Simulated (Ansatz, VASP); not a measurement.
# S: VASP beside Ansatz

```
CELL_PARAMETERS angstrom
0.00000 1.64110 1.64110
1.64110 0.00000 1.64110
1.64110 1.64110 0.00000
ATOMIC_POSITIONS crystal
S 0.00000 0.00000 0.00000
```

Change from the starting cell: volume scaled by 0.6, LAPW.

Alike in both runs: task single point; functional LDA; k mesh 16 × 16 × 16; occupations fermi-dirac, width 0.08 eV; no spin polarisation.

```csv
,VASP,Ansatz
version,VASP 6.6.1,Ansatz 0.2.0
potentials or method,"VASP PAW LDA potentials, release 64 (S), cutoff 520 eV","all-electron LAPW, scalar-relativistic"
```

```csv
,VASP,Ansatz,Ansatz less VASP
pressure (GPa),137.3,139.3,+1.97
```

LDA's correlation is that of Perdew and Zunger in VASP and of Perdew and Wang (1992) in Ansatz. Both programs put the cell under a high pressure, so it lies far from rest at this level. Ansatz ran all-electron here, and VASP with PAW potentials.

Noted on VASP's run: the cell as given lies far from equilibrium.
